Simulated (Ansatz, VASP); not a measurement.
One calculation of AlN, two programs

File POSCAR:

```
AlN
1.0
   -3.1110021516      0.0000000000      0.0000000000
   -1.5555010758     -2.6942068945      0.0000000000
   -2.3332516137     -1.3471034473      9.9560000000
Al N
4 4
Direct
   -0.1185416667     -0.1185416667      0.9037500000
    0.1314583333      0.1314583333      0.4037500000
    0.5897916667      0.5897916667      0.1537500000
    0.3397916667      0.3397916667      0.6537500000
    0.2852083333      0.2852083333      0.0962500000
    0.0352083333      0.0352083333      0.5962500000
    0.4935416667      0.4935416667      0.3462500000
    0.2435416667      0.2435416667      0.8462500000
```

The input INCAR.step1:

```
  PREC = Accurate
  ENCUT = 520
  ISMEAR = 0
  SIGMA = 0.05
  LREAL = False
  LASPH = True
  NELM = 100
  NBANDS = 26
  GGA = PE
  ALGO = Normal
  EDIFF = 1E-4
  LWAVE = True
  LCHARG = False
```

File INCAR.step2:

```
  PREC = Accurate
  ENCUT = 520
  EDIFF = 1E-6
  ISMEAR = 0
  SIGMA = 0.05
  LREAL = False
  LASPH = True
  NELM = 100
  ALGO = Normal
  ISIF = 2
  LWAVE = False
  LCHARG = True
  METAGGA = R2SCAN
  LMIXTAU = True
  LELF = True
  LVHAR = True
  NBANDS = 26
  ISTART = 1
```

KPOINTS

```
Automatic mesh
0
Gamma
  8 8 3
```

Input for Ansatz:

```yaml
crystal:
  lattice:
    - [-3.1110021516, 0.0, 0.0]
    - [-1.5555010758, -2.6942068945, 0.0]
    - [-2.3332516137, -1.3471034473, 9.956]
  atoms:
    - { symbol: Al, position: [-0.1185416667, -0.1185416667, 0.90375] }
    - { symbol: Al, position: [0.1314583333, 0.1314583333, 0.40375] }
    - { symbol: Al, position: [0.5897916667, 0.5897916667, 0.15375] }
    - { symbol: Al, position: [0.3397916667, 0.3397916667, 0.65375] }
    - { symbol: "N", position: [0.2852083333, 0.2852083333, 0.09625] }
    - { symbol: "N", position: [0.0352083333, 0.0352083333, 0.59625] }
    - { symbol: "N", position: [0.4935416667, 0.4935416667, 0.34625] }
    - { symbol: "N", position: [0.2435416667, 0.2435416667, 0.84625] }
basis:
  ecutwfc: 500
kpoints:
  mp_grid: { grid: [8, 8, 3] }
hamiltonian:
  xc: r2scan
scf:
  occupations: { method: gaussian, width: 0.05 }
output:
  forces: true
  stress: true
  eigenvalues: true
```

Alike in both runs: task single point; functional r2SCAN; k mesh 8 × 8 × 3; occupations gaussian, width 0.05 eV; no spin polarisation.

|  | VASP | Ansatz |
| --- | --- | --- |
| version | VASP 6.6.1 | Ansatz 0.2.0 |
| potentials or method | VASP PAW PBE potentials, release 64 (Al, N), cutoff 520 eV | scalar-relativistic, plane waves, PAW |
| valence electrons in the cell | 32 | 32 |

VASP gave:

```
gap on the k mesh at the Fermi level (eV)                     : 3.74
least direct gap on the mesh (eV)                             : 3.74
pressure (GPa)                                                : -2.1
traceless stress, the component that is largest in VASP (GPa) : 7.14
rms of the force components (eV/Å)                            : 0.456
```

Problem. Which values does Ansatz return?

Solution. gap on the k mesh at the Fermi level (eV): 3.72; least direct gap on the mesh (eV): 3.72; pressure (GPa): -1.7; traceless stress, the component that is largest in VASP (GPa): 7.19; rms of the force components (eV/Å): 0.458.

VASP's potentials were made for PBE, not for r2SCAN. Atom by atom the forces differ by 0.004 eV/Å (rms over components). The functional is the same, so the differences come from potentials, cutoffs and numerics.
